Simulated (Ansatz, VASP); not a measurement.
## MgS: VASP beside Ansatz

Contents of INCAR:

```
SYSTEM = MgS
  PREC = Accurate
  ENCUT = 520
  EDIFF = 1E-7
  ISMEAR = 0
  SIGMA = 0.02
  LREAL = .FALSE.
  LASPH = .TRUE.
  NELM = 60
  ALGO = Normal
  ISIF = 2
  LWAVE = .FALSE.
  LCHARG = .TRUE.
  GGA = PE
  LELF = .TRUE.
  LVHAR = .TRUE.
  NBANDS = 16
```

File KPOINTS:

```
Automatic mesh
0
G
  6 6 4
  0 0 0
```

The input POSCAR:

```
MgS
1.0
    2.8486069961      2.8486069961      0.0000000000
   -2.8486069961      2.8486069961      0.0000000000
    0.3625684783      0.3625684783      5.6972139921
Mg S
2 2
Direct
    0.0116435715      0.0000000000     -0.0010159079
    0.5116435715      0.5000000000      0.4989840921
    0.4883564285      0.0000000000      0.2510159079
   -0.0116435715      0.5000000000      0.7510159079
```

Input for Ansatz:

```yaml
crystal:
  lattice:
    - [2.8486069961, 2.8486069961, 0.0]
    - [-2.8486069961, 2.8486069961, 0.0]
    - [0.3625684783, 0.3625684783, 5.6972139921]
  atoms:
    - { symbol: Mg, position: [0.0116435715, 0.0, -0.0010159079] }
    - { symbol: Mg, position: [0.5116435715, 0.5, 0.4989840921] }
    - { symbol: S, position: [0.4883564285, 0.0, 0.2510159079] }
    - { symbol: S, position: [-0.0116435715, 0.5, 0.7510159079] }
basis:
  ecutwfc: 420
kpoints:
  mp_grid: { grid: [6, 6, 4] }
  band_path: { path: [VBM, CBM], npoints: 2 }
hamiltonian:
  xc: pbe
scf:
  occupations: { method: gaussian, width: 0.02 }
output:
  forces: true
  stress: true
  eigenvalues: true
checkpoint:
  read: start.run
  write: ck
  compress: false
  write_wavefunctions: false
  write_every: 100000
```

Alike in both runs: task single point; functional PBE; k mesh 6 × 6 × 4; occupations gaussian, width 0.02 eV; no spin polarisation.

|  | VASP | Ansatz |
| --- | --- | --- |
| version | VASP 6.6.1 | Ansatz 0.2.0 |
| potentials or method | VASP PAW PBE potentials, release 64 (Mg, S), cutoff 520 eV | scalar-relativistic, plane waves, PAW |
| valence electrons in the cell | 16 | 32 |

VASP gave:

| Property | Result |
| --- | --- |
| gap on the k mesh at the Fermi level (eV) | 3.01 |
| least direct gap on the mesh (eV) | 3.01 |
| pressure (GPa) | -0.3 |
| traceless stress, the component that is largest in VASP (GPa) | -1.89 |

**Question.** What did Ansatz give for the same quantities?

**Answer.** gap on the k mesh at the Fermi level (eV): 3.02; least direct gap on the mesh (eV): 3.02; pressure (GPa): -0.2; traceless stress, the component that is largest in VASP (GPa): -1.88.

With one functional, cell and mesh, what is left measures potentials, basis and numerics. VASP's potentials hold 16 valence electrons a cell and Ansatz's 32, so a difference there can come from the potentials and not from the codes.
